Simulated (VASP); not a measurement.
Input of a VASP 6.6.1 run:

The input POSCAR:

```
AgRh
1.0
    2.7208868163      0.0000000000      0.0000000000
   -1.3604434081      2.3563571037      0.0000000000
    0.0000000000      0.0000000000      4.7104397215
Ag Rh
1 1
Direct
    0.0000000000      0.0000000000      0.5000000000
    0.6666666667      0.3333333333      0.0000000000
```

The input INCAR.step1:

```
PREC = Accurate ; ENCUT = 690
ISMEAR = -1 ; SIGMA = 0.05
LREAL = False ; LASPH = True
NELM = 120 ; NBANDS = 25
GGA = PE ; ALGO = Normal
EDIFF = 1E-5 ; LWAVE = True
LCHARG = False ; GGA_COMPAT = False
```

File INCAR.step2:

```
PREC = Accurate ; ENCUT = 690
EDIFF = 1E-6 ; ISMEAR = -1
SIGMA = 0.05 ; LREAL = False
LASPH = True ; NELM = 120
ALGO = Normal ; ISIF = 2
LWAVE = False ; LCHARG = True
METAGGA = R2SCAN ; LMIXTAU = True
LELF = True ; LVHAR = True
NBANDS = 25 ; ISTART = 1
GGA_COMPAT = False
```

KPOINTS

```
Automatic mesh
0
Gamma
  11 11 6
```

Potentials or basis: VASP PAW PBE potentials, release 64 (Ag_sv_GW, Rh_sv_GW).

Run with:

```sh
$ cat potpaw_PBE.64/Ag_sv_GW/POTCAR potpaw_PBE.64/Rh_sv_GW/POTCAR > POTCAR
$ cp INCAR.step1 INCAR
$ mpirun -np 1 vasp_std > vasp.out
$ cp INCAR.step2 INCAR
$ mpirun -np 1 vasp_std > vasp.out
```

Question: Predict the pressure.

Answer: 3.8 GPa.

Question: What does it give for the band gap on the k mesh?

Answer: Zero (bands 18 and 19 overlap by 1.55 eV).

Stress tensor (GPa, compression positive):
```
4.36 0.00 0.00
0.00 4.36 0.00
0.00 0.00 2.57
```

Caveat: the cell stands under pressure; the PAW data sets were made with another functional, which shifts forces and pressure a little.
